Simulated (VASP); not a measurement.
The system is Hf.

```
Hf
1.0
     3.06604    0.00000    0.00000
    -1.53302    2.65527    0.00000
     0.00000    0.00000    2.88208
Hf
1
Direct
  0.00000 0.00000 0.00000
```

This isn't the form of Hf at room conditions, which is hcp.

| Item | Value |
| --- | --- |
| Program | VASP 6.6.1 |
| Task | relaxation of cell and atoms |
| Functional | PBE |
| Potentials or basis | VASP PAW PBE potentials, release 64 (Hf_pv) |
| Cutoff | 600 eV |
| k mesh | 16 × 16 × 15 |
| Occupations | fermi-dirac, width 0.1 eV |
| Spin | no spin polarisation |

At the start: pressure -1.1 GPa; volume 23.46 Å³/atom.

Problem. How do energy, volume and symmetry change on relaxing?

Solution. Over 14 steps the energy falls by 38.3 meV/atom and the volume is 23.27 Å³/atom (-0.8 %); space group P6/mmm (No. 191, to 0.1 Å) before and after.

Step by step:
| step | energy change (eV) | largest force (eV/Å) | pressure (GPa) | volume (Å³) |
| --- | --- | --- | --- | --- |
| 1 | 0.0000 | 0.0000 | -1.06 | 23.46 |
| 2 | -0.0360 | 0.0000 | 1.59 | 22.90 |
| 3 | -0.0372 | 0.0000 | 1.11 | 22.98 |
| 4 | -0.0377 | 0.0000 | -0.70 | 23.47 |
| 5 | -0.0383 | 0.0000 | 0.03 | 23.26 |
| 6 | -0.0382 | 0.0000 | 0.06 | 23.26 |
| 7 | -0.0383 | 0.0000 | 0.01 | 23.27 |
| 8 | -0.0383 | 0.0000 | 0.02 | 23.26 |
| 9 | -0.0383 | 0.0000 | 0.02 | 23.26 |
| 10 | -0.0383 | 0.0000 | 0.04 | 23.26 |
| 11 | -0.0383 | 0.0000 | 0.04 | 23.26 |
| 12 | -0.0383 | 0.0000 | 0.04 | 23.26 |
| 13 | -0.0383 | 0.0000 | 0.03 | 23.26 |
| 14 | -0.0383 | 0.0000 | -0.02 | 23.27 |

Final structure:
```
Hf
1.0
     2.99194    0.00000    0.00000
    -1.49597    2.59110    0.00000
     0.00000    0.00000    3.00219
Hf
1
Direct
  0.00000 0.00000 0.00000
```
